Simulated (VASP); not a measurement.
NiO, 2 atoms in the cell. Symmetry: Fm-3m, No. 225, cubic system. Conventional cell: a = 4.254 Å, b = 4.254 Å, c = 4.254 Å, α = 90.00°, β = 90.00°, γ = 90.00°. Within 2.8 Å of Ni (site symmetry m-3m) lie 6 O at 2.13 Å. O (site symmetry m-3m) has 6 Ni at 2.13 Å within 2.8 Å. 

```yaml
Program: VASP 6.6.1
Task: single point
Functional: r2SCAN0
Potentials_or_basis: VASP PAW PBE potentials, release 64 (Ni, O)
Cutoff: 520 eV
k_mesh: 6 × 6 × 6
Occupations: fermi-dirac, width 0.05 eV
Spin: collinear spin, ferromagnetic start
Starting_moments: "[1.0, 0.0] μB"
Dipole_correction: no
Grid_for_exact_exchange_PRECFOCK: Normal
Further_INCAR_settings: ALGO = Normal; EDIFF = 1e-07; NBANDS = 19
Share_of_exact_exchange: 0.25
```

Potentials or basis: VASP PAW PBE potentials, release 64 (Ni, O).

Run with:

```bash
$ cat potpaw_PBE.64/Ni/POTCAR potpaw_PBE.64/O/POTCAR > POTCAR
$ cp INCAR.step1 INCAR
$ mpirun -np 1 vasp_std > vasp.out
$ cp INCAR.step2 INCAR
$ mpirun -np 1 vasp_std > vasp.out
```

Hardware: 1 thread of AMD EPYC 7R43 64-Core Processor (Zen 3), on a shared host.

Task: Estimate the wall time of this run.

Result: Wall time 2 h on 1 thread of AMD EPYC 7R43 64-Core Processor (Zen 3), on a shared host, peak memory 0.14 GiB. Counts: k points 16.
